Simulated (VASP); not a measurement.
Write the native input for VASP 6.6.1 that does the following.

- Task: relaxation of cell and atoms
- Functional: PBE
- Dispersion: D3(BJ)
- Potentials or basis: VASP PAW PBE potentials, release 64 (B, N)
- Cutoff: 600 eV
- k mesh: 12 × 12 × 4
- Occupations: gaussian, width 0.01 eV
- Spin: no spin polarisation
- Target pressure: 5 GPa
- Dipole correction: no
- Further INCAR settings: ALGO = Normal; EDIFF = 1e-07; IBRION = 2; EDIFFG = -0.001; NSW = 80; ISIF = 3

The structure of BN lies in POSCAR:

```
BN
1.0
    2.5064254170      0.0000000000      0.0000000000
   -1.2532127085      2.1706280838      0.0000000000
    0.0000000000      0.0000000000      6.6141239511
B N
2 2
Direct
    0.3333333333      0.6666666667      0.2500000000
    0.6666666667      0.3333333333      0.7500000000
    0.3333333333      0.6666666667      0.7500000000
    0.6666666667      0.3333333333      0.2500000000
```

These files were run (other wordings do the same):

INCAR

```
  ALGO = Normal
  EDIFF = 1E-7
  EDIFFG = -0.001
  ENCUT = 600
  GGA = PE
  GGA_COMPAT = False
  IBRION = 2
  ISIF = 3
  ISMEAR = 0
  IVDW = 12
  LASPH = True
  LCHARG = False
  LREAL = False
  LWAVE = False
  NELM = 120
  NELMIN = 4
  NSW = 80
  PREC = Accurate
  PSTRESS = 50.0
  SIGMA = 0.01
```

KPOINTS

```
k-points
0
Gamma
  12 12 4
```

Potentials or basis: VASP PAW PBE potentials, release 64 (B, N).

Run with:

```sh
$ cat potpaw_PBE.64/B/POTCAR potpaw_PBE.64/N/POTCAR > POTCAR
$ mpirun -np 1 vasp_std > vasp.out
```

Results of the run:

```
Relaxed volume                                         : 8.05 Å³/atom
Relaxed cell                                           : a = 2.496 Å, b = 2.496 Å, c = 5.970 Å, α = 90.00°, β = 90.00°, γ = 120.00°
Space group after relaxing (to 0.05 Å)                 : P6_3/mmc (No. 194)
Energy change on relaxing (the enthalpy is what falls) : +11.3 meV/atom
Ionic steps                                            : 14
Pressure after relaxing                                : 5.0 GPa
Band gap on the k mesh                                 : 4.10 eV, indirect (least direct gap 4.38 eV)
Dispersion energy per atom                             : -0.161 eV
```

Caveat: the cell is relaxed towards a set pressure, so the enthalpy falls and the energy may rise.

It took 4.5 min on 1 thread of Intel Xeon 8259CL (shared host), peak memory 0.18 GiB.
